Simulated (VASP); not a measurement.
Wanted: the native input for a VASP 6.6.1 run.

```yaml
Task: single point
Functional: PBEsol
Potentials_or_basis: VASP PAW PBE potentials, release 64 (Pt, Se)
Cutoff: 520 eV
k_mesh: 10 × 10 × 10
Occupations: gaussian, width 0.05 eV
Spin: collinear spin
Starting_moments: "[0.05, 0.0] μB"
Dipole_correction: no
Further_INCAR_settings: ALGO = Normal; EDIFF = 1e-06; NBANDS = 19
```

The structure of PtSe lies in POSCAR:

```
PtSe
1.0
    0.0000000000      2.6401811873      2.6401811873
    2.6401811873      0.0000000000      2.6401811873
    2.6401811873      2.6401811873      0.0000000000
Pt Se
1 1
Direct
    0.5000000000      0.5000000000      0.5000000000
    0.0000000000      0.0000000000      0.0000000000
```

The input as run:

INCAR

```
SYSTEM = PtSe
PREC = Accurate ; ENCUT = 520
EDIFF = 1E-6 ; ISMEAR = 0
SIGMA = 0.05 ; LREAL = .FALSE.
LASPH = .TRUE. ; NELM = 150
ALGO = Normal ; ISIF = 2
LWAVE = .FALSE. ; LCHARG = .TRUE.
ISPIN = 2 ; MAGMOM = 0.05 0
LORBIT = 11 ; LMAXMIX = 4
GGA = PS ; LELF = .TRUE.
LVHAR = .TRUE. ; NBANDS = 19
```

KPOINTS

```
Automatic mesh
0
G
  10 10 10
  0 0 0
```

Potentials or basis: VASP PAW PBE potentials, release 64 (Pt, Se).

Launch:

```sh
$ cat potpaw_PBE.64/Pt/POTCAR potpaw_PBE.64/Se/POTCAR > POTCAR
$ mpirun -np 1 vasp_std > vasp.out
```

Results of the run:

The pressure is -5.4 GPa, the band gap on the k mesh is zero (filled and empty bands overlap) and the net moment is 0.00 μB per cell. The valence electrons inside the program's atomic spheres are Pt 9.19; Se 3.73.

Caveat: the cell stands under tension; the PAW data sets were made with another functional, which shifts forces and pressure a little; spin-orbit coupling is left out, which moves the levels of the heavy elements.

Wall time 27 s on 1 thread of Intel(R) Xeon(R) 6975P-C (Granite Rapids), with other jobs on the host, peak memory 0.2 GiB.
